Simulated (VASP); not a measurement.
Here is a VASP 6.6.1 calculation.

File INCAR:

```
SYSTEM = InSb
  PREC = Accurate
  ENCUT = 520
  EDIFF = 1E-6
  ISMEAR = 0
  SIGMA = 0.15
  LREAL = .FALSE.
  LASPH = .TRUE.
  NELM = 60
  ALGO = Normal
  ISIF = 2
  LWAVE = .FALSE.
  LCHARG = .TRUE.
  GGA = PE
  LELF = .TRUE.
  LVHAR = .TRUE.
  NBANDS = 16
```

Contents of KPOINTS:

```
Automatic mesh
0
G
  12 12 12
  0 0 0
```

POSCAR

```
InSb
1.0
    0.0000000000      2.9799720000      3.2391000000
    2.9799720000      0.0000000000      3.2391000000
    2.9799720000      2.9799720000      0.0000000000
In Sb
1 1
Direct
    0.0000000000      0.0000000000      0.0000000000
    0.7500000000      0.7500000000      0.7500000000
```

Potentials or basis: VASP PAW PBE potentials, release 64 (In_d, Sb).

Command:

```console
$ cat potpaw_PBE.64/In_d/POTCAR potpaw_PBE.64/Sb/POTCAR > POTCAR
$ mpirun -np 1 vasp_std > vasp.out
```

Problem. Predict the band gap on the k mesh.

Solution. 0.55 eV, indirect (least direct gap 0.59 eV).

Problem. What does it give for the pressure?

Solution. 15.3 GPa.

Stress tensor (GPa, compression positive):
```
16.02  0.00  0.00
 0.00 16.02  0.00
 0.00  0.00 13.93
```

Caveat: the cell differs from its parent crystal (strain -0.080 along x and y, +0.000 along z); spin-orbit coupling is left out, which moves the levels of the heavy elements. A k mesh can miss the band edges.
